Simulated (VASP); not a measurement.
# Ru (P6_3/mmc) in VASP: notebook

Runs on Ru. Level: PBE. Tasks: single point.

All numbers are computed with VASP 6.6.1; they aren't measurements. Logs are shortened: lines on timing, memory, paths and dates and some standing lists are left out, and cuts for length are marked.

### 1 The cell of the first run

It takes space group P6_3/mmc (No. 194, hexagonal). The conventional cell has a = 2.636 Å, b = 2.636 Å, c = 8.462 Å, α = 90.00°, β = 90.00°, γ = 120.00°. Within 3.4 Å of Ru (site symmetry -3m) lie 12 Ru at 2.61 to 2.64 Å. Within 3.4 Å of Ru (site symmetry -6m2) lie 12 Ru at 2.61 to 2.64 Å.

### 2 Single point, PBE (volume scaled by 0.92)

INCAR reads:

```
SYSTEM = Ru
ALGO = Normal
EDIFF = 1E-6
ENCUT = 520
GGA = PE
ISIF = 2
ISMEAR = -1
LASPH = .True.
LCHARG = .False.
LREAL = .False.
LWAVE = .False.
NBANDS = 36
NELM = 80
PREC = Accurate
SIGMA = 0.1
```

KPOINTS reads:

```
k-points
0
Gamma
  15 15 4
  0 0 0
```

POSCAR reads:

```
Ru
1.0
    2.6358071668      0.0000000000      0.0000000000
   -1.3179035834      2.2826759659      0.0000000000
    0.0000000000      0.0000000000      8.4622311419
Ru
4
Direct
    1.0000000000      1.0000000000      0.0000000000
    1.0000000000      1.0000000000      0.5000000000
    0.3333333333      0.6666666667      0.2500000000
    0.6666666667      0.3333333333      0.7500000000
```

Potentials or basis: VASP PAW PBE potentials, release 64 (Ru_pv).

Launch:

```bash
$ cat potpaw_PBE.64/Ru_pv/POTCAR > POTCAR
$ mpirun -np 1 vasp_std > vasp.out
```

OUTCAR:

```text
SYSTEM = Ru
   EDIFF = 1E-6
   ENCUT = 520
   GGA = PE
   ISIF = 2
   ISMEAR = -1
   LASPH = .True.
   LREAL = .False.
   NELM = 80
   PREC = Accurate

 ion  position               nearest neighbor table
   1  0.000  0.000  0.000-   3 2.61   4 2.61   3 2.61   4 2.61   4 2.61   3 2.61
   2  0.000  0.000  0.500-   3 2.61   4 2.61   3 2.61   4 2.61   4 2.61   3 2.61
   3  0.333  0.667  0.250-   1 2.61   2 2.61   1 2.61   2 2.61   1 2.61   2 2.61
   4  0.667  0.333  0.750-   1 2.61   2 2.61   1 2.61   2 2.61   1 2.61   2 2.61

  LATTYP: Found a hexagonal cell.
 ALAT       =     2.6358071668
 C/A-ratio  =     3.2104894654

  Lattice vectors:

 A1 = (   2.6358071668,   0.0000000000,   0.0000000000)
 A2 = (  -1.3179035834,   2.2826759659,   0.0000000000)
 A3 = (   0.0000000000,   0.0000000000,   8.4622311419)

Analysis of symmetry for initial positions (statically):
=====================================================================
 Subroutine PRICEL returns:
 Original cell was already a primitive cell.

 Routine SETGRP: Setting up the symmetry group for a
 hexagonal supercell.

 Subroutine GETGRP returns: Found 24 space group operations
 (whereof 12 operations were pure point group operations)
 out of a pool of 24 trial point group operations.

The static configuration has the point symmetry D_3d.
 The point group associated with its full space group is D_6h.

Analysis of symmetry for dynamics (positions and initial velocities):
=====================================================================
 Subroutine PRICEL returns:
 Original cell was already a primitive cell.

 Routine SETGRP: Setting up the symmetry group for a
 hexagonal supercell.

 Subroutine GETGRP returns: Found 24 space group operations
 (whereof 12 operations were pure point group operations)
 out of a pool of 24 trial point group operations.

The dynamic configuration has the point symmetry D_3d.
 The point group associated with its full space group is D_6h.

 Subroutine INISYM returns: Found 24 space group operations
 (whereof 12 operations are pure point group operations),
 and found     1 'primitive' translations

----------------------------------------------------------------------------------------

                                     Primitive cell

  volume of cell :      50.9147

  direct lattice vectors                    reciprocal lattice vectors
     2.635807167  0.000000000  0.000000000     0.379390425  0.219041164  0.000000000
    -1.317903583  2.282675966  0.000000000     0.000000000  0.438082327  0.000000000
[... 90 lines left out ...]
   LREAL  =      F    real-space projection
   EDIFFG = 0.1E-04   stopping-criterion for IOM
   NSW    =      0    number of steps for IOM
   IBRION =     -1    ionic relax: 0-MD 1-quasi-New 2-CG
   NFREE  =      0    steps in history (QN), initial steepest desc. (CG)
   ISIF   =      2    stress and relaxation
   ISYM   =      2    0-nonsym 1-usesym 2-fastsym
   POTIM  = 0.5000    time-step for ionic-motion
   TEBEG  =    0.0;   TEEND  =   0.0 temperature during run
   PSTRESS=    0.0 pullay stress
   NELECT =      56.0000    total number of electrons
   NUPDOWN=      -1.0000    fix difference up-down
   EMIN   =  10.00;   EMAX   =-10.00  energy-range for DOS
   EFERMI =   0.00;   METHOD = LEGACY
   ISMEAR =    -1;   SIGMA  =   0.10  broadening in eV -4-tet -1-fermi 0-gaus
   EFERMI_NEDOS =   21; number of points for ismear=-14 and -15
   IALGO  =     38    algorithm
   IMIX   =      4    mixing-type and parameters
     AMIX     =   0.40;   BMIX     =  1.00
     AMIX_MAG =   1.60;   BMIX_MAG =  1.00
  volume/ion in A,a.u.               =      12.73        85.90
  Fermi-wavevector in a.u.,A,eV,Ry     =   1.689883  3.193415 38.854209  2.855704
  Thomas-Fermi vector in A             =   2.771930
   LORBIT       =      0    0 simple, 1 ext, 2 COOP (PROOUT), +10 PAW based schemes
   GGA     = PE    functional components
   LHFCALC =     F    Hartree Fock is set to
   AEXX    =    0.0000 exact exchange contribution
   IVDW    =     0    specifies the selected vdW correction
   LEPSILON=     F    determine dielectric tensor
   LRPA    =     F    only Hartree local field effects (RPA)
 non-spin polarized calculation
  energy-cutoff  :      520.00
  volume of cell :       50.91
 maximum number of plane-waves:      1410
 NGX is ok and might be reduce to    20
   NGX =  9   NGY =  9   NGZ = 31

 number of electron      55.9999998 magnetization

 Free energy of the ion-electron system (eV)
  ---------------------------------------------------
  ext. energy  EPLUGINS =         0.00000000
  ---------------------------------------------------
  free energy    TOTEN  =       -36.29855507 eV

  energy without entropy =      -36.17401187  energy(sigma->0) =      -36.23628347

 E-fermi :  14.0384     XC(G=0): -14.5224

 val. band max:       14.0377393645   @ k =   0.0667   0.0000   0.2500
 cond. band min:      14.0440863304   @ k =   0.0667   0.0667   0.2500
 fundamental gap:      0.0063469659
 Fermi energy:        14.0384061947

 k-point     1 :       0.0000    0.0000    0.0000
  band No.  band energies     occupation
      1     -29.8134      2.00000
      2     -29.1789      2.00000
      3     -29.1174      2.00000
      4     -28.6703      2.00000
      5     -28.6703      2.00000
      6     -28.5885      2.00000
[... 925 lines left out ...]
     35      21.1859      0.00000
     36      21.7192      0.00000

 [... further k-points ...]

------------------------ aborting loop because EDIFF is reached ----------------------------------------

  FORCE on cell =-STRESS in cart. coord.  units (eV):
  Direction    XX          YY          ZZ          XY          YZ          ZX
  --------------------------------------------------------------------------------------
  -------------------------------------------------------------------------------------
  Total        9.5934473      9.5934473     10.4120750      0.0000000      0.0000000     -0.0000000
  in kB      301.8856659    301.8856659    327.6461628      0.0000000      0.0000000     -0.0000000
  external PRESSURE =     310.4724982 kB  Pullay stress =       0.0000000 kB

 VOLUME and BASIS-vectors are now :
 -----------------------------------------------------------------------------
  energy-cutoff  :      520.00
  volume of cell :       50.91
      direct lattice vectors                 reciprocal lattice vectors
     2.635807167  0.000000000  0.000000000     0.379390425  0.219041164  0.000000000
    -1.317903583  2.282675966  0.000000000     0.000000000  0.438082327  0.000000000
     0.000000000  0.000000000  8.462231142     0.000000000  0.000000000  0.118172144

 POSITION                                       TOTAL-FORCE (eV/Angst)
 -----------------------------------------------------------------------------------
      0.00000      0.00000      0.00000         0.000000      0.000000      0.000000
      0.00000      0.00000      4.23112         0.000000      0.000000      0.000000
     -0.00000      1.52178      2.11556        -0.000000     -0.000000      0.000000
      1.31790      0.76089      6.34667         0.000000      0.000000      0.000000
 -----------------------------------------------------------------------------------
    total drift:                                0.000000     -0.000000      0.000000

  FREE ENERGIE OF THE ION-ELECTRON SYSTEM (eV)
  ---------------------------------------------------
  free  energy   TOTEN  =       -36.2985550653 eV

  energy  without entropy=      -36.1740118715  energy(sigma->0) =      -36.23628347
```

It took 65 s on 1 thread of Intel Xeon Platinum 8488C (Sapphire Rapids), shared host; peak memory 0.24 GiB.

What came out:

* Free energy: -36.2986 eV
* Pressure: 31.0 GPa
* Band gap on the k mesh: zero (band 28 reaches 15.78 eV, above the bottom of band 29 at 12.65 eV)

Levels at points of the mesh, in eV from the Fermi level:
```tsv
k point	band 26	band 27	band 28	band 29	band 30	band 31
(0.00, 0.00, 0.00)	-2.35	-2.35	-0.90	-0.90	-0.11	-0.11
(0.00, 0.00, 0.50)	-2.68	-0.64	-0.64	-0.44	-0.44	-0.44
```

### 3 Single point, PBE (volume scaled by 0.96)

INCAR reads:

```
SYSTEM = Ru
PREC = Accurate
ENCUT = 520
EDIFF = 1E-6
ISMEAR = -1
SIGMA = 0.1
LREAL = .False.
LASPH = .True.
NELM = 100
ALGO = Normal
ISIF = 2
LWAVE = .False.
LCHARG = .True.
GGA = PE
LELF = .True.
LVHAR = .True.
NBANDS = 36
```

KPOINTS reads:

```
regular mesh
0
Gamma
  15 15 4
  0 0 0
```

POSCAR reads:

```
Ru
1.0
    2.6734666428      0.0000000000      0.0000000000
   -1.3367333214      2.3152900289      0.0000000000
    0.0000000000      0.0000000000      8.5831364932
Ru
4
Direct
    1.0000000000      1.0000000000      0.0000000000
    1.0000000000      1.0000000000      0.5000000000
    0.3333333333      0.6666666667      0.2500000000
    0.6666666667      0.3333333333      0.7500000000
```

Potentials or basis: VASP PAW PBE potentials, release 64 (Ru_pv).

Launch:

```bash
$ cat potpaw_PBE.64/Ru_pv/POTCAR > POTCAR
$ mpirun -np 1 vasp_std > vasp.out
```

Run time: 64 s. Hardware: 1 thread of Intel Xeon Platinum 8488C (Sapphire Rapids), shared host; peak memory 0.24 GiB.

Results (log left out):

| Property | Result |
| --- | --- |
| Free energy | -36.6040 eV |
| Pressure | 13.6 GPa |
| Band gap on the k mesh | zero (band 28 reaches 14.85 eV, above the bottom of band 29 at 11.94 eV) |

Stress tensor (GPa, compression positive):
```
12.95  0.00  0.00
 0.00 12.95  0.00
 0.00  0.00 14.76
```

Levels at points of the mesh, in eV from the Fermi level:
| k point | band 25 | band 26 | band 27 | band 28 | band 29 | band 30 | band 31 | band 32 |
| --- | --- | --- | --- | --- | --- | --- | --- | --- |
| (0.00, 0.00, 0.00) | -2.31 | -2.21 | -2.21 | -0.85 | -0.85 | -0.10 | -0.10 | 0.60 |
| (0.00, 0.00, 0.50) | -2.51 | -2.51 | -0.65 | -0.65 | -0.41 | -0.41 | -0.41 | -0.41 |
